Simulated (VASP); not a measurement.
# B13N12 (a cell with a defect) in VASP: relaxation of the atoms with PBE+D3(BJ)

Aim: the relaxation of the atoms of B13N12 (a cell with a defect) with PBE+D3(BJ).

Program: VASP 6.6.1. These are calculated values, not measurements. Logs are shortened: lines on timing, memory, paths and dates and some standing lists are left out, and cuts for length are marked.

**1. The cell of the first run**

The cell holds a defect, 25 atoms: a = 6.642 Å, b = 6.642 Å, c = 6.642 Å, α = 98.45°, β = 111.01°, γ = 119.63°.

**2. Relaxation of the atoms, PBE+D3(BJ), collinear spin (with an interstitial atom)**

INCAR

```
  ALGO = Normal
  EDIFF = 1E-6
  EDIFFG = -0.02
  ENCUT = 520
  GGA = PE
  IBRION = 2
  ISIF = 2
  ISMEAR = 0
  ISPIN = 2
  IVDW = 12
  KPAR = 2
  LASPH = True
  LCHARG = False
  LORBIT = 11
  LREAL = Auto
  LWAVE = False
  MAGMOM = 0 0 0 0 0 0 0 0 0 0 0 0 1 0 0 0 0 0 0 0 0 0 0 0 0
  NELM = 150
  NSW = 80
  PREC = Accurate
  SIGMA = 0.02
```

KPOINTS

```
Automatic mesh
0
Gamma
  2 2 2
  0.5 0.5 0.5
```

POSCAR

```
B13N12
1.0
   -3.7615274048      3.3394821732      4.3376638236
    3.7615274048      3.3394821732     -4.3376638236
   -3.7615274048     -3.3394821732     -4.3376638236
B N
13 12
Direct
    0.5000000000      0.2499465631      0.7499465631
    0.3333333333      0.9999465631      0.3332798965
    0.6666666667      0.9999465631      0.6666132298
    0.5000000000      0.7499465631      0.2499465631
    0.8333333333      0.2499465631      0.0832798965
    0.3333333333      0.4999465631      0.8332798965
    0.8333333333      0.7499465631      0.5832798965
    0.1666666667      0.2499465631      0.4166132298
    0.6666666667      0.4999465631      0.1666132298
    1.0000000000      0.9999465631      0.9999465631
    1.0000000000      0.4999465631      0.4999465631
    0.1666666667      0.7499465631      0.9166132298
    0.5370364329      0.5777901540      0.6679542455
    0.5000000000      0.9167034419      0.4167034419
    0.3333333333      0.6667034419      0.0000367752
    0.6666666667      0.6667034419      0.3333701085
    0.5000000000      0.4167034419      0.9167034419
    0.8333333333      0.9167034419      0.7500367752
    0.3333333333      0.1667034419      0.5000367752
    0.8333333333      0.4167034419      0.2500367752
    0.1666666667      0.9167034419      0.0833701085
    0.6666666667      0.1667034419      0.8333701085
    1.0000000000      0.6667034419      0.6667034419
    1.0000000000      0.1667034419      0.1667034419
    0.1666666667      0.4167034419      0.5833701085
```

Potentials or basis: VASP PAW PBE potentials, release 64 (B, N).

Command:

```console
> cat potpaw_PBE.64/B/POTCAR potpaw_PBE.64/N/POTCAR > POTCAR
> mpirun -np 4 vasp_std > vasp.out
```

OUTCAR:

```text
EDIFF = 1E-6
   EDIFFG = -0.02
   ENCUT = 520
   GGA = PE
   IBRION = 2
   ISIF = 2
   ISMEAR = 0
   ISPIN = 2
   IVDW = 12
   LASPH = True
   LORBIT = 11
   LREAL = Auto
   NELM = 150
   NSW = 80
   PREC = Accurate
 IVDW          = 12

 ion  position               nearest neighbor table
   1  0.500  0.250  0.750-  17 1.45  22 1.45  19 1.45
   2  0.333  1.000  0.333-  19 1.45  14 1.45  21 1.45
   3  0.667  1.000  0.667-  22 1.45  18 1.45  14 1.45
   4  0.500  0.750  0.250-  14 1.45  16 1.45  15 1.45
   5  0.833  0.250  0.083-  20 1.45  24 1.45  22 1.45
   6  0.333  0.500  0.833-  15 1.45  17 1.45  25 1.45  13 1.96
   7  0.833  0.750  0.583-  18 1.45  23 1.45  16 1.45  13 2.06
   8  0.167  0.250  0.417-  25 1.45  19 1.45  24 1.45  13 2.07
   9  0.667  0.500  0.167-  16 1.45  20 1.45  17 1.45
  10  0.000  1.000  1.000-  24 1.45  21 1.45  18 1.45
  11  0.000  0.500  0.500-  23 1.45  25 1.45  20 1.45
  12  0.167  0.750  0.917-  21 1.45  15 1.45  23 1.45
  13  0.537  0.578  0.668-  18 1.93  25 1.93   6 1.96   7 2.06   8 2.07
  14  0.500  0.917  0.417-   4 1.45   2 1.45   3 1.45
  15  0.333  0.667  0.000-   6 1.45  12 1.45   4 1.45
  16  0.667  0.667  0.333-   9 1.45   4 1.45   7 1.45
  17  0.500  0.417  0.917-   1 1.45   6 1.45   9 1.45
  18  0.833  0.917  0.750-   7 1.45   3 1.45  10 1.45  13 1.93
  19  0.333  0.167  0.500-   2 1.45   8 1.45   1 1.45
  20  0.833  0.417  0.250-   5 1.45   9 1.45  11 1.45
  21  0.167  0.917  0.083-  12 1.45  10 1.45   2 1.45
  22  0.667  0.167  0.833-   3 1.45   1 1.45   5 1.45
  23  0.000  0.667  0.667-  11 1.45   7 1.45  12 1.45
  24  0.000  0.167  0.167-  10 1.45   5 1.45   8 1.45
  25  0.167  0.417  0.583-   8 1.45  11 1.45   6 1.45  13 1.93

  LATTYP: Found a body centered orthorhombic cell.
 ALAT       =     6.6789643464
 B/A-ratio  =     1.1263804416
 C/A-ratio  =     1.2989031229

  Lattice vectors:

 A1 = (  -3.7615274048,  -3.3394821732,   4.3376638236)
 A2 = (   3.7615274048,   3.3394821732,   4.3376638236)
 A3 = (  -3.7615274048,   3.3394821732,  -4.3376638236)

Analysis of symmetry for initial positions (statically):
=====================================================================
 Subroutine PRICEL returns:
 Original cell was already a primitive cell.

 Routine SETGRP: Setting up the symmetry group for a
 body centered orthorhombic supercell.

 Subroutine GETGRP returns: Found  1 space group operations
 (whereof  1 operations were pure point group operations)
 out of a pool of  8 trial point group operations.

The static configuration has the point symmetry C_1 .

Analysis of symmetry for dynamics (positions and initial velocities):
=====================================================================
 Subroutine PRICEL returns:
 Original cell was already a primitive cell.

 Routine SETGRP: Setting up the symmetry group for a
 body centered orthorhombic supercell.

 Subroutine GETGRP returns: Found  1 space group operations
 (whereof  1 operations were pure point group operations)
 out of a pool of  8 trial point group operations.

The dynamic configuration has the point symmetry C_1 .

Analysis of structural, dynamic, and magnetic symmetry:
=====================================================================
 Subroutine PRICEL returns:
 Original cell was already a primitive cell.

 Routine SETGRP: Setting up the symmetry group for a
 body centered orthorhombic supercell.

 Subroutine GETGRP returns: Found  1 space group operations
 (whereof  1 operations were pure point group operations)
 out of a pool of  8 trial point group operations.

The overall configuration has the point symmetry C_1 .

 Subroutine INISYM returns: Found  1 space group operations
 (whereof  1 operations are pure point group operations),
 and found     1 'primitive' translations

----------------------------------------------------------------------------------------

                                     Primitive cell

  volume of cell :     217.9512

  direct lattice vectors                    reciprocal lattice vectors
    -3.761527405  3.339482173  4.337663824    -0.132924726  0.149723812  0.000000000
     3.761527405  3.339482173 -4.337663824     0.000000000  0.149723812 -0.115269422
    -3.761527405 -3.339482173 -4.337663824    -0.132924726  0.000000000 -0.115269422

  length of vectors
     6.642029588  6.642029588  6.642029588     0.200215390  0.188955707  0.175943236

  position of ions in fractional coordinates (direct lattice)
     0.500000000  0.249946563  0.749946563
     0.333333333  0.999946563  0.333279897
     0.666666667  0.999946563  0.666613230
     0.500000000  0.749946563  0.249946563
     0.833333333  0.249946563  0.083279897
     0.333333333  0.499946563  0.833279897
[... 17 lines left out ...]
     0.000000000  0.166703442  0.166703442
     0.166666667  0.416703442  0.583370108

  ion indices of the primitive-cell ions
   primitive index   ion index
                 1           1
                 2           2
                 3           3
                 4           4
                 5           5
                 6           6
[... 17 lines left out ...]
                24          24
                25          25

----------------------------------------------------------------------------------------

 KPOINTS: Automatic mesh

Automatic generation of k-mesh.
 Grid dimensions read from file:
 generate k-points for:    2    2    2

 Generating k-lattice:

  Cartesian coordinates                     Fractional coordinates (reciprocal lattice)
    -0.066462363  0.074861906  0.000000000     0.500000000  0.000000000  0.000000000
     0.000000000  0.074861906 -0.057634711     0.000000000  0.500000000  0.000000000
    -0.066462363  0.000000000 -0.057634711     0.000000000  0.000000000  0.500000000

  Length of vectors
     0.100107695  0.094477854  0.087971618

  Shift w.r.t. Gamma in fractional coordinates (k-lattice)
     0.500000000  0.500000000  0.500000000

 Subroutine IBZKPT returns following result:
 ===========================================

 Found      4 irreducible k-points:

 Following reciprocal coordinates:
            Coordinates               Weight
  0.250000  0.250000  0.250000      2.000000
 -0.250000  0.250000  0.250000      2.000000
  0.250000 -0.250000  0.250000      2.000000
 -0.250000 -0.250000  0.250000      2.000000
   k-points           NKPTS =      4   k-points in BZ     NKDIM =      4   number of bands    NBANDS=     64
   number of dos      NEDOS =    301   number of ions     NIONS =     25
   total plane-waves  NPLWV = 125000
   dimension x,y,z NGX =    50 NGY =   50 NGZ =   50
   dimension x,y,z NGXF=   100 NGYF=  100 NGZF=  100
   ions per type =              13  12
   NGX,Y,Z   is equivalent  to a cutoff of  12.51, 12.51, 12.51 a.u.
   NGXF,Y,Z  is equivalent  to a cutoff of  25.03, 25.03, 25.03 a.u.
 SYSTEM =  unknown system
   PREC   = accura    normal or accurate (medium, high low for compatibility)
   ISTART =      0    job   : 0-new  1-cont  2-samecut
   ICHARG =      2    charge: 1-file 2-atom 10-const
   ISPIN  =      2    spin polarized calculation?
   LNONCOLLINEAR =      F non collinear calculations
   LSORBIT =      F    spin-orbit coupling
   LASPH  =      T    aspherical Exc in radial PAW
   ENCUT  =  520.0 eV  38.22 Ry    6.18 a.u.  12.35 12.35 12.35*2*pi/ulx,y,z
   NELM   =    150;   NELMIN=  2; NELMDL= -5     # of ELM steps
   EDIFF  = 0.1E-05   stopping-criterion for ELM
   LREAL  =      T    real-space projection
   EDIFFG = -.2E-01   stopping-criterion for IOM
   NSW    =     80    number of steps for IOM
   IBRION =      2    ionic relax: 0-MD 1-quasi-New 2-CG
   NFREE  =      1    steps in history (QN), initial steepest desc. (CG)
   ISIF   =      2    stress and relaxation
   ISYM   =      2    0-nonsym 1-usesym 2-fastsym
   POTIM  = 0.5000    time-step for ionic-motion
   TEBEG  =    0.0;   TEEND  =   0.0 temperature during run
   PSTRESS=    0.0 pullay stress
   NELECT =      99.0000    total number of electrons
   NUPDOWN=      -1.0000    fix difference up-down
   EMIN   =  10.00;   EMAX   =-10.00  energy-range for DOS
   EFERMI =   0.00;   METHOD = LEGACY
   ISMEAR =     0;   SIGMA  =   0.02  broadening in eV -4-tet -1-fermi 0-gaus
   EFERMI_NEDOS =   21; number of points for ismear=-14 and -15
   IALGO  =     38    algorithm
   IMIX   =      4    mixing-type and parameters
     AMIX     =   0.40;   BMIX     =  1.00
     AMIX_MAG =   1.60;   BMIX_MAG =  1.00
  volume/ion in A,a.u.               =       8.72        58.83
  Fermi-wavevector in a.u.,A,eV,Ry     =   1.258443  2.378112 21.547251  1.583678
  Thomas-Fermi vector in A             =   2.392052
   LORBIT       =     11    0 simple, 1 ext, 2 COOP (PROOUT), +10 PAW based schemes
   GGA     = PE    functional components
   LHFCALC =     F    Hartree Fock is set to
   AEXX    =    0.0000 exact exchange contribution
   IVDW    =    12    specifies the selected vdW correction
   LEPSILON=     F    determine dielectric tensor
   LRPA    =     F    only Hartree local field effects (RPA)
 conjugate gradient relaxation of ions
 spin polarized calculation
 Gauss-broadening in eV      SIGMA  =   0.02
  energy-cutoff  :      520.00
  volume of cell :      217.95
 maximum number of plane-waves:      5886
 NGX is ok and might be reduce to    50
   NGX = 25   NGY = 25   NGZ = 25

--------------------------------------- Ionic step        1  -------------------------------------------

 number of electron      98.9999996 magnetization       1.0000000

 Free energy of the ion-electron system (eV)
  ---------------------------------------------------
  ext. energy  EPLUGINS =         0.00000000
  ---------------------------------------------------
  free energy    TOTEN  =      -209.28566161 eV

  energy without entropy =     -209.28566161  energy(sigma->0) =     -209.28566161

------------------------ aborting loop because EDIFF is reached ----------------------------------------

 Edisp (eV)   -3.65023

 E8    (eV) :    -1.0758
[... 174 lines left out ...]
  FREE ENERGIE OF THE ION-ELECTRON SYSTEM (eV)
  ---------------------------------------------------
  free  energy   TOTEN  =      -213.5588124866 eV

  energy  without entropy=     -213.5588124866  energy(sigma->0) =     -213.55881249

[... ionic steps 4 to 54 ...]

--------------------------------------- Ionic step       55  -------------------------------------------

 number of electron      98.9999999 magnetization       1.0000000

------------------------ aborting loop because EDIFF is reached ----------------------------------------
[... 121 lines left out ...]
--------------------------------------- Ionic step       57  -------------------------------------------

 number of electron      98.9999999 magnetization       1.0000000

 Free energy of the ion-electron system (eV)
  ---------------------------------------------------
  ext. energy  EPLUGINS =         0.00000000
  ---------------------------------------------------
  free energy    TOTEN  =      -211.56674415 eV

  energy without entropy =     -211.56674415  energy(sigma->0) =     -211.56674415

 E-fermi :   4.6378     XC(G=0): -10.3023

 val. band max:        4.4947874014   @ k =   0.2500   0.2500   0.2500
 cond. band min:       5.0531670571   @ k =   0.2500  -0.2500   0.2500
 fundamental gap:      0.5583796557
 Fermi energy:         4.6377537659

 spin component 1

 k-point     1 :       0.2500    0.2500    0.2500
  band No.  band energies     occupation
      1     -15.8725      1.00000
      2     -14.5334      1.00000
      3     -14.3904      1.00000
      4     -14.0974      1.00000
      5     -13.3154      1.00000
      6     -12.4946      1.00000
[... 245 lines left out ...]
     60      10.5508      0.00000
     61      10.9252      0.00000
 Fermi energy:         4.6377537659

 spin component 2

 k-point     1 :       0.2500    0.2500    0.2500
  band No.  band energies     occupation
      1     -15.7756      1.00000
      2     -14.5175      1.00000
      3     -14.3654      1.00000
      4     -14.0745      1.00000
      5     -13.2727      1.00000
      6     -12.4793      1.00000
[... 245 lines left out ...]
     60      10.5998      0.00000
     61      11.0194      0.00000
 [bands above 61 left out]

------------------------ aborting loop because EDIFF is reached ----------------------------------------

 Edisp (eV)   -3.66132

 E8    (eV) :    -1.0801
[... 48 lines left out ...]
  FREE ENERGIE OF THE ION-ELECTRON SYSTEM (eV)
  ---------------------------------------------------
  free  energy   TOTEN  =      -215.2280663523 eV

  energy  without entropy=     -215.2280663523  energy(sigma->0) =     -215.22806635

 reached required accuracy - stopping structural energy minimisation

 total charge

# of ion       s       p       d       tot
------------------------------------------
    1        0.746   1.431   0.000   2.177
    2        0.744   1.432   0.000   2.176
    3        0.742   1.425   0.000   2.166
    4        0.741   1.421   0.000   2.162
    5        0.743   1.425   0.000   2.168
    6        0.679   1.381   0.000   2.060
[... 17 lines left out ...]
   24        1.229   2.801   0.000   4.029
   25        1.233   2.772   0.000   4.005
--------------------------------------------------
tot         24.380  51.590   0.000  75.970

 magnetization (x)

# of ion       s       p       d       tot
------------------------------------------
    1       -0.000   0.000   0.000   0.000
    2        0.000   0.004   0.000   0.004
    3        0.001   0.008   0.000   0.009
    4        0.000   0.004   0.000   0.004
    5        0.000   0.004   0.000   0.004
    6        0.001   0.002   0.000   0.003
[... 17 lines left out ...]
   24        0.000   0.004   0.000   0.004
   25        0.000   0.003   0.000   0.003
--------------------------------------------------
tot          0.052   0.508   0.000   0.560
```

It took 41 min on 4 MPI ranks of Intel Xeon Platinum 8275CL at 3.00GHz (Skylake/Cascade Lake), shared host; peak memory 0.37 GiB.

Results:

| Item | Value |
| --- | --- |
| Free energy | -215.2281 eV |
| Energy gained by relaxing | 91.7 meV/atom |
| Ionic steps | 57 |
| Pressure after relaxing | 3.3 GPa |
| Largest force after relaxing | 0.016 eV/Å |
| Band gap on the k mesh | 0.56 eV |
| Net moment | 1.00 μB per cell |
| Site moments | B +0.00, +0.01, +0.05, +0.29 (each value once); N +0.00, +0.01, +0.04, +0.03, +0.02 (each value once) μB |
| Valence electrons inside the program's atomic spheres | B 2.18, 2.17, 2.16, 2.06, 2.14, 2.19, 1.84 (each value once); N 4.02, 4.00, 4.01, 4.03 (each value once) |
| Dispersion energy per atom | -0.146 eV |

Forces on the atoms (eV/Å):
```
B    0.004 -0.006  0.000
B    0.002  0.006 -0.006
B   -0.004 -0.001  0.004
B    0.007 -0.002  0.002
B   -0.001  0.005  0.004
B    0.002  0.005  0.000
B   -0.003  0.007 -0.014
B   -0.003 -0.005  0.001
B    0.006 -0.007  0.000
B   -0.001  0.002  0.004
B   -0.001 -0.008  0.004
B   -0.006  0.000  0.004
B   -0.009  0.006  0.012
N   -0.002 -0.002  0.002
N    0.000  0.005 -0.007
N    0.001 -0.002 -0.005
N    0.003  0.005  0.000
N   -0.002  0.004 -0.003
N   -0.002 -0.007  0.000
N    0.003 -0.001  0.005
N    0.002  0.001  0.003
N   -0.002 -0.002 -0.004
N   -0.001 -0.004  0.000
N    0.007 -0.005 -0.008
N    0.000  0.009  0.001
```

Stress tensor (GPa, compression positive):
```
 4.66 -0.01  0.00
-0.01  1.60 -1.65
 0.00 -1.65  3.54
```

Step by step:
```csv
step,energy change (eV),largest force (eV/Å),pressure (GPa)
1,0.0000,2.5841,5.94
3,-0.6229,2.2241,5.34
5,-1.1180,1.4375,3.93
7,-1.4101,1.2323,3.11
9,-1.6126,1.1052,3.00
11,-1.8149,0.7144,3.33
13,-1.8822,0.5629,3.55
15,-1.9436,0.5501,3.64
17,-1.9948,0.7252,3.50
19,-2.0910,0.7362,3.09
21,-2.0951,0.7994,3.02
23,-2.1641,0.6711,2.75
25,-2.2222,0.5532,2.92
27,-2.2460,0.3401,3.03
29,-2.2603,0.2656,3.08
31,-2.2732,0.2289,3.13
33,-2.2815,0.1982,3.24
35,-2.2847,0.1267,3.28
37,-2.2873,0.1244,3.32
39,-2.2891,0.0843,3.29
41,-2.2904,0.0916,3.28
43,-2.2911,0.0485,3.28
45,-2.2913,0.0333,3.28
47,-2.2915,0.0303,3.28
49,-2.2918,0.0297,3.28
51,-2.2918,0.0382,3.28
53,-2.2920,0.0246,3.27
55,-2.2921,0.0203,3.27
57,-2.2922,0.0165,3.27
```

Final structure:
```
B N
1.0
    -3.76153    3.33948    4.33766
     3.76153    3.33948   -4.33766
    -3.76153   -3.33948   -4.33766
B N
13 12
Direct
  0.48126 0.23146 0.74884
  0.32862 0.99513 0.33162
  0.67291 0.01706 0.66140
  0.50637 0.75502 0.24294
  0.82455 0.24121 0.08186
  0.38215 0.53996 0.82276
  0.82019 0.72995 0.57478
  0.14739 0.23110 0.41540
  0.64618 0.47758 0.16121
  0.02037 0.01667 0.00922
  0.98110 0.47714 0.49666
  0.17686 0.75477 0.91377
  0.61851 0.69578 0.74144
  0.50140 0.91736 0.41362
  0.35515 0.68758 0.99748
  0.66386 0.66255 0.32736
  0.47215 0.38414 0.91549
  0.84404 0.92800 0.74906
  0.31635 0.14809 0.49689
  0.80959 0.39124 0.24687
  0.16851 0.91705 0.08108
  0.66646 0.16678 0.83145
  0.99985 0.66218 0.66382
  0.00024 0.16650 0.16551
  0.13298 0.38331 0.57723
```

Levels at points of the mesh, in eV from the valence-band top:
Spin up:
```csv
k point,band 48,band 49,band 50,band 51,band 52,band 53
"(0.25, 0.25, 0.25)",-2.75,-1.06,0.00,0.86,3.00,3.23
```
Spin down:
```csv
k point,band 47,band 48,band 49,band 50,band 51,band 52
"(0.25, 0.25, 0.25)",-2.80,-2.71,-0.85,1.01,1.15,3.08
```

Caveat: the k points lie up to 0.59 Å⁻¹ apart; the cell differs from its parent crystal (with an interstitial atom).
